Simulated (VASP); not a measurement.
A run of VASP 6.6.1 is set up as follows.

The input INCAR:

```
SYSTEM = YN
PREC = Accurate
ENCUT = 600
EDIFF = 1E-6
ISMEAR = 0
SIGMA = 0.01
LREAL = .FALSE.
LASPH = .TRUE.
NELM = 120
ALGO = Normal
ISIF = 2
LWAVE = .FALSE.
LCHARG = .TRUE.
GGA = PE
LELF = .TRUE.
LVHAR = .TRUE.
NBANDS = 15
GGA_COMPAT = .FALSE.
```

File KPOINTS:

```
Automatic mesh
0
G
  7 7 7
  0 0 0
```

POSCAR

```
YN
1.0
    0.0000000000      2.4385000000      2.4385000000
    2.4385000000      0.0000000000      2.4385000000
    2.4385000000      2.4385000000      0.0000000000
Y N
1 1
Direct
    0.0000000000      0.0000000000      0.0000000000
    0.5000000000      0.5000000000      0.5000000000
```

Potentials or basis: VASP PAW PBE potentials, release 64 (Y_sv, N).

The run is started by

```sh
$ cat potpaw_PBE.64/Y_sv/POTCAR potpaw_PBE.64/N/POTCAR > POTCAR
$ mpirun -np 1 vasp_std > vasp.out
```

(1) Estimate the band gap on the k mesh.

(2) Estimate the pressure.

Answers

(1) 0.27 eV (least direct gap 0.68 eV).

(2) 2.8 GPa.

Caveat: semilocal functionals underestimate gaps, and a narrow one can read as zero; an odd mesh through Γ misses points on the zone boundary, where band edges can lie.
